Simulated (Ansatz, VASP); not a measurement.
# W in VASP and in Ansatz

```
W
1.0
     0.00000    1.96910    2.03000
     1.96910    0.00000    2.03000
     1.96910    1.96910    0.00000
W
1
Direct
  0.00000 0.00000 0.00000
```

Change from the starting cell: equal xx and yy strain of -3 %, crystal datasets.

Alike in both runs: task electric field gradients; functional PBE; k mesh 14 × 14 × 14; occupations fermi-dirac, width 0.05 eV; no spin polarisation.

|  | VASP | Ansatz |
| --- | --- | --- |
| version | VASP 6.6.1 | Ansatz 0.2.0 |
| potentials or method | VASP PAW PBE potentials, release 64 (W_sv), cutoff 520 eV | all-electron PAW with datasets made for the crystal, scalar-relativistic |

Ansatz gave:

* pressure (GPa): 13.7
* traceless stress, the component that is largest in VASP (GPa): 5.53
* size of Vzz on the site where it differs most (V/Å²): 21.7

Q: Estimate VASP's values.

A: Pressure (GPa): 14.4; traceless stress, the component that is largest in VASP (GPa): 5.59; size of Vzz on the site where it differs most (V/Å²): 24.9.

Ansatz ran all-electron here, and VASP with PAW potentials.

Neither program's run includes spin-orbit coupling.
